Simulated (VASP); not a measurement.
# In (P6_3/mmc) in VASP: settings compared

The runs below take In through single point, with PBE, r2SCAN.

All numbers are computed with VASP 6.6.1; they aren't measurements. Logs are shortened: lines on timing, memory, paths and dates and some standing lists are left out, and cuts for length are marked.

**1. The cell of the first run**

Symmetry: P6_3/mmc, No. 194, hexagonal system. Conventional cell: a = 3.213 Å, b = 3.213 Å, c = 5.390 Å, α = 90.00°, β = 90.00°, γ = 120.00°. Within 4.2 Å of In (site symmetry -6m2) lie 12 In at 3.21 to 3.27 Å.

This isn't the form of In at room conditions, which is tetragonal.

**2. Single point, PBE (strained)**

The input, INCAR:

```
SYSTEM = In
  PREC = Accurate
  ENCUT = 520
  EDIFF = 1E-6
  ISMEAR = 0
  SIGMA = 0.1
  LREAL = .False.
  LASPH = .True.
  NELM = 60
  ALGO = Normal
  ISIF = 2
  LWAVE = .False.
  LCHARG = .True.
  GGA = PE
  LELF = .True.
  LVHAR = .True.
  NBANDS = 20
```

The input, KPOINTS:

```
regular mesh
0
Gamma
  15 15 8
  0 0 0
```

The input, POSCAR:

```
In
1.0
    3.2133393293      0.0000000000      0.0000000000
   -1.6066696646      2.7828334902      0.0000000000
    0.0000000000      0.0000000000      5.3900352501
In
2
Direct
    0.3333333300      0.6666666700      0.2500000000
    0.6666666700      0.3333333300      0.7500000000
```

Potentials or basis: VASP PAW PBE potentials, release 64 (In_d).

Started as:

```
> cat potpaw_PBE.64/In_d/POTCAR > POTCAR
> mpirun -np 1 vasp_std > vasp.out
```

OUTCAR:

```text
SYSTEM = In
   PREC = Accurate
   ENCUT = 520
   EDIFF = 1E-6
   ISMEAR = 0
   LREAL = .False.
   LASPH = .True.
   NELM = 60
   ISIF = 2
   GGA = PE

 ion  position               nearest neighbor table
   1  0.333  0.667  0.250-   2 3.27   2 3.27   2 3.27   2 3.27   2 3.27   2 3.27
   2  0.667  0.333  0.750-   1 3.27   1 3.27   1 3.27   1 3.27   1 3.27   1 3.27

  LATTYP: Found a hexagonal cell.
 ALAT       =     3.2133393293
 C/A-ratio  =     1.6773937321

  Lattice vectors:

 A1 = (   3.2133393293,   0.0000000000,   0.0000000000)
 A2 = (  -1.6066696646,   2.7828334902,   0.0000000000)
 A3 = (   0.0000000000,   0.0000000000,   5.3900352501)

Analysis of symmetry for initial positions (statically):
=====================================================================
 Subroutine PRICEL returns:
 Original cell was already a primitive cell.

 Routine SETGRP: Setting up the symmetry group for a
 hexagonal supercell.

 Subroutine GETGRP returns: Found 24 space group operations
 (whereof 12 operations were pure point group operations)
 out of a pool of 24 trial point group operations.

The static configuration has the point symmetry D_3d.
 The point group associated with its full space group is D_6h.

Analysis of symmetry for dynamics (positions and initial velocities):
=====================================================================
 Subroutine PRICEL returns:
 Original cell was already a primitive cell.

 Routine SETGRP: Setting up the symmetry group for a
 hexagonal supercell.

 Subroutine GETGRP returns: Found 24 space group operations
 (whereof 12 operations were pure point group operations)
 out of a pool of 24 trial point group operations.

The dynamic configuration has the point symmetry D_3d.
 The point group associated with its full space group is D_6h.

 Subroutine INISYM returns: Found 24 space group operations
 (whereof 12 operations are pure point group operations),
 and found     1 'primitive' translations

----------------------------------------------------------------------------------------

                                     Primitive cell

  volume of cell :      48.1987

  direct lattice vectors                    reciprocal lattice vectors
     3.213339329  0.000000000  0.000000000     0.311202739  0.179672985  0.000000000
    -1.606669665  2.782833490  0.000000000     0.000000000  0.359345970  0.000000000
     0.000000000  0.000000000  5.390035250     0.000000000  0.000000000  0.185527544

  length of vectors
     3.213339329  3.213339329  5.390035250     0.359345970  0.359345970  0.185527544

  position of ions in fractional coordinates (direct lattice)
     0.333333330  0.666666670  0.250000000
     0.666666670  0.333333330  0.750000000

  ion indices of the primitive-cell ions
   primitive index   ion index
                 1           1
                 2           2

----------------------------------------------------------------------------------------

 KPOINTS: regular mesh

Automatic generation of k-mesh.
 Grid dimensions read from file:
 generate k-points for:   15   15    8

 Generating k-lattice:

  Cartesian coordinates                     Fractional coordinates (reciprocal lattice)
     0.020746849  0.011978199  0.000000000     0.066666667  0.000000000  0.000000000
     0.000000000  0.023956398  0.000000000     0.000000000  0.066666667  0.000000000
     0.000000000  0.000000000  0.023190943     0.000000000  0.000000000  0.125000000

  Length of vectors
     0.023956398  0.023956398  0.023190943

  Shift w.r.t. Gamma in fractional coordinates (k-lattice)
     0.000000000  0.000000000  0.000000000

 Subroutine IBZKPT returns following result:
 ===========================================

 Found    135 irreducible k-points:

 Following reciprocal coordinates:
            Coordinates               Weight
  0.000000  0.000000  0.000000      1.000000
  0.066667  0.000000  0.000000      6.000000
  0.133333  0.000000  0.000000      6.000000
  0.200000 -0.000000  0.000000      6.000000
  0.266667  0.000000  0.000000      6.000000
  0.333333  0.000000  0.000000      6.000000
[... 16 lines left out ...]
  0.333333  0.200000  0.000000     12.000000
  0.400000  0.200000  0.000000      6.000000
 [... further k-points ...]
   k-points           NKPTS =    135   k-points in BZ     NKDIM =    135   number of bands    NBANDS=     20
   number of dos      NEDOS =    301   number of ions     NIONS =      2
   total plane-waves  NPLWV =  23040
   dimension x,y,z NGX =    24 NGY =   24 NGZ =   40
   dimension x,y,z NGXF=    48 NGYF=   48 NGZF=   80
   ions per type =               2
   NGX,Y,Z   is equivalent  to a cutoff of  12.42, 12.42, 12.34 a.u.
   NGXF,Y,Z  is equivalent  to a cutoff of  24.83, 24.83, 24.67 a.u.
 SYSTEM =  In
   PREC   = accura    normal or accurate (medium, high low for compatibility)
   ISTART =      0    job   : 0-new  1-cont  2-samecut
   ICHARG =      2    charge: 1-file 2-atom 10-const
   ISPIN  =      1    spin polarized calculation?
   LNONCOLLINEAR =      F non collinear calculations
   LSORBIT =      F    spin-orbit coupling
   LASPH  =      T    aspherical Exc in radial PAW
   ENCUT  =  520.0 eV  38.22 Ry    6.18 a.u.   5.97  5.97 10.02*2*pi/ulx,y,z
   NELM   =     60;   NELMIN=  2; NELMDL= -5     # of ELM steps
   EDIFF  = 0.1E-05   stopping-criterion for ELM
   LREAL  =      F    real-space projection
   EDIFFG = 0.1E-04   stopping-criterion for IOM
   NSW    =      0    number of steps for IOM
   IBRION =     -1    ionic relax: 0-MD 1-quasi-New 2-CG
   NFREE  =      0    steps in history (QN), initial steepest desc. (CG)
   ISIF   =      2    stress and relaxation
   ISYM   =      2    0-nonsym 1-usesym 2-fastsym
   POTIM  = 0.5000    time-step for ionic-motion
   TEBEG  =    0.0;   TEEND  =   0.0 temperature during run
   PSTRESS=    0.0 pullay stress
   NELECT =      26.0000    total number of electrons
   NUPDOWN=      -1.0000    fix difference up-down
   EMIN   =  10.00;   EMAX   =-10.00  energy-range for DOS
   EFERMI =   0.00;   METHOD = LEGACY
   ISMEAR =     0;   SIGMA  =   0.10  broadening in eV -4-tet -1-fermi 0-gaus
   EFERMI_NEDOS =   21; number of points for ismear=-14 and -15
   IALGO  =     38    algorithm
   IMIX   =      4    mixing-type and parameters
     AMIX     =   0.40;   BMIX     =  1.00
     AMIX_MAG =   1.60;   BMIX_MAG =  1.00
  volume/ion in A,a.u.               =      24.10       162.63
  Fermi-wavevector in a.u.,A,eV,Ry     =   1.332664  2.518371 24.163872  1.775994
  Thomas-Fermi vector in A             =   2.461582
   LORBIT       =      0    0 simple, 1 ext, 2 COOP (PROOUT), +10 PAW based schemes
   GGA     = PE    functional components
   LHFCALC =     F    Hartree Fock is set to
   AEXX    =    0.0000 exact exchange contribution
   IVDW    =     0    specifies the selected vdW correction
   LEPSILON=     F    determine dielectric tensor
   LRPA    =     F    only Hartree local field effects (RPA)
 non-spin polarized calculation
 Gauss-broadening in eV      SIGMA  =   0.10
  energy-cutoff  :      520.00
  volume of cell :       48.20
 maximum number of plane-waves:      1329
 NGX is ok and might be reduce to    24
   NGX = 11   NGY = 11   NGZ = 21

 number of electron      25.9999992 magnetization

 Free energy of the ion-electron system (eV)
  ---------------------------------------------------
  ext. energy  EPLUGINS =         0.00000000
  ---------------------------------------------------
  free energy    TOTEN  =        -4.97770002 eV

  energy without entropy =       -4.97329055  energy(sigma->0) =       -4.97549529

 E-fermi :   8.5321     XC(G=0): -10.6505

 val. band max:        8.5308280756   @ k =   0.4000   0.2000   0.0000
 cond. band min:       8.5484230734   @ k =   0.3333   0.1333   0.0000
 fundamental gap:      0.0175949978
 Fermi energy:         8.5320621525

 k-point     1 :       0.0000    0.0000    0.0000
  band No.  band energies     occupation
      1      -6.3448      2.00000
      2      -6.2660      2.00000
      3      -6.2113      2.00000
      4      -6.2113      2.00000
      5      -6.1776      2.00000
      6      -6.1776      2.00000
[... 12 lines left out ...]
     19      19.7503      0.00000
     20      20.5567      0.00000

 k-point     2 :       0.0667    0.0000    0.0000
  band No.  band energies     occupation
      1      -6.3351      2.00000
      2      -6.2660      2.00000
      3      -6.2060      2.00000
      4      -6.1947      2.00000
      5      -6.1783      2.00000
      6      -6.1619      2.00000
[... 12 lines left out ...]
     19      20.6736      0.00000
     20      20.9303      0.00000

 k-point     3 :       0.1333    0.0000    0.0000
  band No.  band energies     occupation
      1      -6.3281      2.00000
      2      -6.2581      2.00000
      3      -6.1992      2.00000
      4      -6.1605      2.00000
      5      -6.1473      2.00000
      6      -6.1169      2.00000
[... 12 lines left out ...]
     19      20.4384      0.00000
     20      20.5386      0.00000

 k-point     4 :       0.2000   -0.0000    0.0000
  band No.  band energies     occupation
      1      -6.3570      2.00000
      2      -6.2283      2.00000
      3      -6.2033      2.00000
      4      -6.1583      2.00000
      5      -6.1216      2.00000
      6      -6.1022      2.00000
[... 12 lines left out ...]
     19      19.8065      0.00000
     20      20.3952      0.00000

 k-point     5 :       0.2667    0.0000    0.0000
  band No.  band energies     occupation
      1      -6.4008      2.00000
      2      -6.2469      2.00000
      3      -6.2174      2.00000
      4      -6.1561      2.00000
      5      -6.1477      2.00000
      6      -6.0284      2.00000
[... 12 lines left out ...]
     19      18.9923      0.00000
     20      20.2186      0.00000

 k-point     6 :       0.3333    0.0000    0.0000
  band No.  band energies     occupation
      1      -6.4437      2.00000
      2      -6.2775      2.00000
      3      -6.2740      2.00000
      4      -6.1713      2.00000
      5      -6.1063      2.00000
      6      -6.0477      2.00000
[... 12 lines left out ...]
     19      18.2927      0.00000
     20      19.6941      0.00000

 k-point     7 :       0.4000   -0.0000    0.0000
  band No.  band energies     occupation
      1      -6.4772      2.00000
      2      -6.3257      2.00000
      3      -6.2969      2.00000
      4      -6.1891      2.00000
      5      -6.0748      2.00000
      6      -6.0687      2.00000
[... 12 lines left out ...]
     19      17.7961      0.00000
     20      19.3194      0.00000
[... 277 lines left out ...]
 k-point    20 :       0.4000    0.1333    0.0000
  band No.  band energies     occupation
      1      -6.4229      2.00000
      2      -6.3570      2.00000
      3      -6.2471      2.00000
      4      -6.1951      2.00000
      5      -6.0941      2.00000
      6      -6.0551      2.00000
[... 12 lines left out ...]
     19      16.9024      0.00000
     20      19.4268      0.00000

 k-point    21 :       0.2000    0.2000    0.0000
  band No.  band energies     occupation
      1      -6.2976      2.00000
      2      -6.2862      2.00000
      3      -6.2776      2.00000
      4      -6.1913      2.00000
      5      -6.1073      2.00000
      6      -6.0572      2.00000
[... 12 lines left out ...]
     19      16.7236      0.00000
     20      21.6859      0.00000

 k-point    22 :       0.2667    0.2000    0.0000
  band No.  band energies     occupation
      1      -6.3238      2.00000
      2      -6.3193      2.00000
      3      -6.2395      2.00000
      4      -6.1954      2.00000
      5      -6.0883      2.00000
      6      -6.0671      2.00000
[... 12 lines left out ...]
     19      15.9995      0.00000
     20      21.7430      0.00000

 k-point    23 :       0.3333    0.2000    0.0000
  band No.  band energies     occupation
      1      -6.3553      2.00000
      2      -6.3376      2.00000
      3      -6.2016      2.00000
      4      -6.1904      2.00000
      5      -6.0946      2.00000
      6      -6.0679      2.00000
[... 12 lines left out ...]
     19      15.6526      0.00000
     20      21.5746      0.00000

 k-point    24 :       0.4000    0.2000    0.0000
  band No.  band energies     occupation
      1      -6.3664      2.00000
      2      -6.3441      2.00000
      3      -6.1892      2.00000
      4      -6.1858      2.00000
      5      -6.1071      2.00000
      6      -6.0509      2.00000
[... 12 lines left out ...]
     19      15.5464      0.00000
     20      21.5121      0.00000

 [... further k-points ...]

------------------------ aborting loop because EDIFF is reached ----------------------------------------

  FORCE on cell =-STRESS in cart. coord.  units (eV):
  Direction    XX          YY          ZZ          XY          YZ          ZX
  --------------------------------------------------------------------------------------
  -------------------------------------------------------------------------------------
  Total        2.1258687      2.1258687      1.8400204      0.0000000     -0.0000000      0.0000000
  in kB       70.6661776     70.6661776     61.1642719      0.0000000     -0.0000000      0.0000000
  external PRESSURE =      67.4988757 kB  Pullay stress =       0.0000000 kB

 VOLUME and BASIS-vectors are now :
 -----------------------------------------------------------------------------
  energy-cutoff  :      520.00
  volume of cell :       48.20
      direct lattice vectors                 reciprocal lattice vectors
     3.213339329  0.000000000  0.000000000     0.311202739  0.179672985  0.000000000
    -1.606669665  2.782833490  0.000000000     0.000000000  0.359345970  0.000000000
     0.000000000  0.000000000  5.390035250     0.000000000  0.000000000  0.185527544

 POSITION                                       TOTAL-FORCE (eV/Angst)
 -----------------------------------------------------------------------------------
     -0.00000      1.85522      1.34751         0.000000      0.000000      0.000000
      1.60667      0.92761      4.04253        -0.000000     -0.000000      0.000000
 -----------------------------------------------------------------------------------
    total drift:                               -0.000002      0.000001      0.000000

  FREE ENERGIE OF THE ION-ELECTRON SYSTEM (eV)
  ---------------------------------------------------
  free  energy   TOTEN  =        -4.9777000234 eV

  energy  without entropy=       -4.9732905539  energy(sigma->0) =       -4.97549529
```

Wall time 55 s (1 thread of Intel Xeon Platinum 8259CL at 2.50GHz (Skylake/Cascade Lake), shared host); peak memory 0.23 GiB.

What came out:

| Property | Result |
| --- | --- |
| Free energy | -4.9777 eV |
| Pressure | 6.7 GPa |
| Band gap on the k mesh | zero (bands 13 and 14 overlap by 6.59 eV) |

Caveat: the cell differs from its parent crystal (strained); the cell stands under pressure; spin-orbit coupling is left out, which moves the levels of the heavy elements.

(Part 1 of 2 ends here.)
